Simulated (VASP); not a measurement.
# Si (Fm-3m) in VASP: a series of runs, part 2 of 2

VASP 6.6.1. Earlier steps stand in the parts before.

## 4. Single point, PBE

This run uses another cell than the first one, of 9.87 Å³/atom, 1.082 times its volume.

The input, INCAR:

```
SYSTEM = Si
PREC = Accurate ; ENCUT = 500
EDIFF = 1E-6 ; ISMEAR = -1
SIGMA = 0.1 ; LREAL = .False.
LASPH = .True. ; NELM = 120
ALGO = Normal ; ISIF = 2
LWAVE = .False. ; LCHARG = .False.
GGA = PE ; NBANDS = 8
GGA_COMPAT = .False.
```

The input, KPOINTS:

```
Automatic mesh
0
Gamma
  15 15 15
  0 0 0
```

The input, POSCAR:

```
Si
1.0
    0.0000000000      1.7027534134      1.7027534134
    1.7027534134      0.0000000000      1.7027534134
    1.7027534134      1.7027534134      0.0000000000
Si
1
Direct
    0.0000000000      0.0000000000      0.0000000000
```

Potentials or basis: VASP PAW PBE potentials, release 64 (Si).

Started as:

```bash
$ cat potpaw_PBE.64/Si/POTCAR > POTCAR
$ mpirun -np 1 vasp_std > vasp.out
```

OUTCAR:

```text
SYSTEM = Si
   PREC = Accurate
   ENCUT = 500
   EDIFF = 1E-6
   ISMEAR = -1
   LREAL = .False.
   LASPH = .True.
   NELM = 120
   ISIF = 2
   GGA = PE

 ion  position               nearest neighbor table
   1  0.000  0.000  0.000-

  LATTYP: Found a face centered cubic cell.
 ALAT       =     3.4055068268

  Lattice vectors:

 A1 = (   0.0000000000,   1.7027534134,   1.7027534134)
 A2 = (   1.7027534134,   0.0000000000,   1.7027534134)
 A3 = (   1.7027534134,   1.7027534134,   0.0000000000)

Analysis of symmetry for initial positions (statically):
=====================================================================
 Subroutine PRICEL returns:
 Original cell was already a primitive cell.

 Routine SETGRP: Setting up the symmetry group for a
 face centered cubic supercell.

 Subroutine GETGRP returns: Found 48 space group operations
 (whereof 48 operations were pure point group operations)
 out of a pool of 48 trial point group operations.

The static configuration has the point symmetry O_h .

Analysis of symmetry for dynamics (positions and initial velocities):
=====================================================================
 Subroutine PRICEL returns:
 Original cell was already a primitive cell.

 Routine SETGRP: Setting up the symmetry group for a
 face centered cubic supercell.

 Subroutine GETGRP returns: Found 48 space group operations
 (whereof 48 operations were pure point group operations)
 out of a pool of 48 trial point group operations.

The dynamic configuration has the point symmetry O_h .

 Subroutine INISYM returns: Found 48 space group operations
 (whereof 48 operations are pure point group operations),
 and found     1 'primitive' translations

----------------------------------------------------------------------------------------

                                     Primitive cell

  volume of cell :       9.8738

  direct lattice vectors                    reciprocal lattice vectors
     0.000000000  1.702753413  1.702753413    -0.293642048  0.293642048  0.293642048
     1.702753413  0.000000000  1.702753413     0.293642048 -0.293642048  0.293642048
     1.702753413  1.702753413  0.000000000     0.293642048  0.293642048 -0.293642048

  length of vectors
     2.408056971  2.408056971  2.408056971     0.508602947  0.508602947  0.508602947

  position of ions in fractional coordinates (direct lattice)
     0.000000000  0.000000000  0.000000000

  ion indices of the primitive-cell ions
   primitive index   ion index
                 1           1

----------------------------------------------------------------------------------------

 KPOINTS: Automatic mesh

Automatic generation of k-mesh.
 Grid dimensions read from file:
 generate k-points for:   15   15   15

 Generating k-lattice:

  Cartesian coordinates                     Fractional coordinates (reciprocal lattice)
    -0.019576137  0.019576137  0.019576137     0.066666667  0.000000000  0.000000000
     0.019576137 -0.019576137  0.019576137     0.000000000  0.066666667  0.000000000
     0.019576137  0.019576137 -0.019576137     0.000000000  0.000000000  0.066666667

  Length of vectors
     0.033906863  0.033906863  0.033906863

  Shift w.r.t. Gamma in fractional coordinates (k-lattice)
     0.000000000  0.000000000  0.000000000

 Subroutine IBZKPT returns following result:
 ===========================================

 Found    120 irreducible k-points:

 Following reciprocal coordinates:
            Coordinates               Weight
  0.000000  0.000000  0.000000      1.000000
  0.066667  0.000000  0.000000      8.000000
  0.133333  0.000000  0.000000      8.000000
  0.200000  0.000000  0.000000      8.000000
  0.266667  0.000000  0.000000      8.000000
  0.333333  0.000000  0.000000      8.000000
[... 16 lines left out ...]
  0.133333  0.133333  0.000000      6.000000
  0.200000  0.133333  0.000000     24.000000
 [... further k-points ...]
   k-points           NKPTS =    120   k-points in BZ     NKDIM =    120   number of bands    NBANDS=      8
   number of dos      NEDOS =    301   number of ions     NIONS =      1
   total plane-waves  NPLWV =   5832
   dimension x,y,z NGX =    18 NGY =   18 NGZ =   18
   dimension x,y,z NGXF=    36 NGYF=   36 NGZF=   36
   ions per type =               1
   NGX,Y,Z   is equivalent  to a cutoff of  12.43, 12.43, 12.43 a.u.
   NGXF,Y,Z  is equivalent  to a cutoff of  24.85, 24.85, 24.85 a.u.
 SYSTEM =  Si
   PREC   = accura    normal or accurate (medium, high low for compatibility)
   ISTART =      0    job   : 0-new  1-cont  2-samecut
   ICHARG =      2    charge: 1-file 2-atom 10-const
   ISPIN  =      1    spin polarized calculation?
   LNONCOLLINEAR =      F non collinear calculations
   LSORBIT =      F    spin-orbit coupling
   LASPH  =      T    aspherical Exc in radial PAW
   ENCUT  =  500.0 eV  36.75 Ry    6.06 a.u.   4.39  4.39  4.39*2*pi/ulx,y,z
   NELM   =    120;   NELMIN=  2; NELMDL= -5     # of ELM steps
   EDIFF  = 0.1E-05   stopping-criterion for ELM
   LREAL  =      F    real-space projection
   EDIFFG = 0.1E-04   stopping-criterion for IOM
   NSW    =      0    number of steps for IOM
   IBRION =     -1    ionic relax: 0-MD 1-quasi-New 2-CG
   NFREE  =      0    steps in history (QN), initial steepest desc. (CG)
   ISIF   =      2    stress and relaxation
   ISYM   =      2    0-nonsym 1-usesym 2-fastsym
   POTIM  = 0.5000    time-step for ionic-motion
   TEBEG  =    0.0;   TEEND  =   0.0 temperature during run
   PSTRESS=    0.0 pullay stress
   NELECT =       4.0000    total number of electrons
   NUPDOWN=      -1.0000    fix difference up-down
   EMIN   =  10.00;   EMAX   =-10.00  energy-range for DOS
   EFERMI =   0.00;   METHOD = LEGACY
   ISMEAR =    -1;   SIGMA  =   0.10  broadening in eV -4-tet -1-fermi 0-gaus
   EFERMI_NEDOS =   21; number of points for ismear=-14 and -15
   IALGO  =     38    algorithm
   IMIX   =      4    mixing-type and parameters
     AMIX     =   0.40;   BMIX     =  1.00
     AMIX_MAG =   1.60;   BMIX_MAG =  1.00
  volume/ion in A,a.u.               =       9.87        66.63
  Fermi-wavevector in a.u.,A,eV,Ry     =   1.211341  2.289102 19.964467  1.467347
  Thomas-Fermi vector in A             =   2.346860
   LORBIT       =      0    0 simple, 1 ext, 2 COOP (PROOUT), +10 PAW based schemes
   GGA     = PE    functional components
   LHFCALC =     F    Hartree Fock is set to
   AEXX    =    0.0000 exact exchange contribution
   IVDW    =     0    specifies the selected vdW correction
   LEPSILON=     F    determine dielectric tensor
   LRPA    =     F    only Hartree local field effects (RPA)
 non-spin polarized calculation
  energy-cutoff  :      500.00
  volume of cell :        9.87
 maximum number of plane-waves:       265
 NGX is ok and might be reduce to    18
   NGX =  9   NGY =  9   NGZ =  9

 number of electron       4.0000000 magnetization

 Free energy of the ion-electron system (eV)
  ---------------------------------------------------
  ext. energy  EPLUGINS =         0.00000000
  ---------------------------------------------------
  free energy    TOTEN  =        -4.15630423 eV

  energy without entropy =       -4.14283404  energy(sigma->0) =       -4.14956913

 E-fermi :  16.0747     XC(G=0): -12.8093

 val. band max:       16.0660672994   @ k =   0.4667   0.3333   0.0000
 cond. band min:      16.1003703218   @ k =   0.3333   0.1333   0.0000
 fundamental gap:      0.0343030224
 Fermi energy:        16.0747382147

 k-point     1 :       0.0000    0.0000    0.0000
  band No.  band energies     occupation
      1      -2.4307      2.00000
      2      29.5790      0.00000
      3      29.5790      0.00000
      4      29.5790      0.00000
      5      32.6431      0.00000
      6      32.6431      0.00000
      7      32.6431      0.00000
      8      35.8525      0.00000
[... 243 lines left out ...]
 k-point    24 :       0.2000    0.1333    0.0000
  band No.  band energies     occupation
      1      -0.9369      2.00000
      2      22.7723      0.00000
      3      25.2398      0.00000
      4      26.7493      0.00000
      5      29.9343      0.00000
      6      31.2247      0.00000
      7      38.0612      0.00000
      8      38.4696      0.00000

 [... further k-points ...]

------------------------ aborting loop because EDIFF is reached ----------------------------------------

  FORCE on cell =-STRESS in cart. coord.  units (eV):
  Direction    XX          YY          ZZ          XY          YZ          ZX
  --------------------------------------------------------------------------------------
  -------------------------------------------------------------------------------------
  Total        4.4721739      4.4721739      4.4721739      0.0000000     -0.0000000      0.0000000
  in kB      725.6780622    725.6780622    725.6780622      0.0000000     -0.0000000      0.0000000
  external PRESSURE =     725.6780622 kB  Pullay stress =       0.0000000 kB

 VOLUME and BASIS-vectors are now :
 -----------------------------------------------------------------------------
  energy-cutoff  :      500.00
  volume of cell :        9.87
      direct lattice vectors                 reciprocal lattice vectors
     0.000000000  1.702753413  1.702753413    -0.293642048  0.293642048  0.293642048
     1.702753413  0.000000000  1.702753413     0.293642048 -0.293642048  0.293642048
     1.702753413  1.702753413  0.000000000     0.293642048  0.293642048 -0.293642048

 POSITION                                       TOTAL-FORCE (eV/Angst)
 -----------------------------------------------------------------------------------
      0.00000      0.00000      0.00000         0.000000      0.000000     -0.000000
 -----------------------------------------------------------------------------------
    total drift:                                0.000000     -0.000000     -0.000000

  FREE ENERGIE OF THE ION-ELECTRON SYSTEM (eV)
  ---------------------------------------------------
  free  energy   TOTEN  =        -4.1563042282 eV

  energy  without entropy=       -4.1428340356  energy(sigma->0) =       -4.14956913
```

OSZICAR:

```text
N       E                     dE             d eps       ncg     rms          rms(c)
DAV:   1    -0.228852924406E+01   -0.22885E+01   -0.19941E+03  2304   0.380E+02
DAV:   2    -0.419746899670E+01   -0.19089E+01   -0.18799E+01  2888   0.297E+01
DAV:   3    -0.420398223362E+01   -0.65132E-02   -0.65112E-02  2216   0.178E+00
DAV:   4    -0.420398541904E+01   -0.31854E-05   -0.31838E-05  3200   0.398E-02
DAV:   5    -0.420398542028E+01   -0.12380E-08   -0.22009E-09  2224   0.184E-04    0.561E+00
DAV:   6    -0.417451813358E+01    0.29467E-01   -0.30466E-03  2304   0.289E-01    0.314E+00
DAV:   7    -0.415642113793E+01    0.18097E-01   -0.71253E-03  2408   0.448E-01    0.229E-01
DAV:   8    -0.415630580554E+01    0.11533E-03   -0.32679E-05  2960   0.411E-02    0.214E-02
DAV:   9    -0.415630443255E+01    0.13730E-05   -0.11123E-06  2344   0.602E-03    0.124E-03
DAV:  10    -0.415630422820E+01    0.20435E-06   -0.67010E-09  1672   0.624E-04
   1 F= -.41563042E+01 E0= -.41495691E+01  d E =-.134702E-01
```

Run time: 16 s. Hardware: 1 thread of Intel Xeon 8259CL, shared host; peak memory 0.11 GiB.

Results:

| Property | Result |
| --- | --- |
| Free energy | -4.1563 eV |
| Pressure | 72.6 GPa |
| Band gap on the k mesh | zero (band 2 reaches 29.58 eV, above the bottom of band 3 at 12.96 eV) |

Levels at points of the mesh, in eV from the Fermi level:
```
           k point  band 1  band 2  band 3  band 4  band 5
(0.00, 0.00, 0.00)  -18.51   13.50   13.50   13.50   16.57
```

## 5. Overview

| cell | gap on the mesh (eV) | pressure (GPa) |
| --- | --- | --- |
| a = 2.346 Å, angles 60.0°, 1 atom | none | 103.2 |
| a = 2.377 Å, angles 60.0°, 1 atom | none | 86.5 |
| a = 2.408 Å, angles 60.0°, 1 atom | none | 72.6 |

Alike in all rows: task single point; level PBE; potentials or basis VASP PAW PBE potentials, release 64 (Si); no spin polarisation; k mesh 15 × 15 × 15; cutoff (eV) 500; smearing fermi-dirac 0.1 eV.

Total energies depend on the potentials used, so only differences within one code and one set of settings carry meaning.
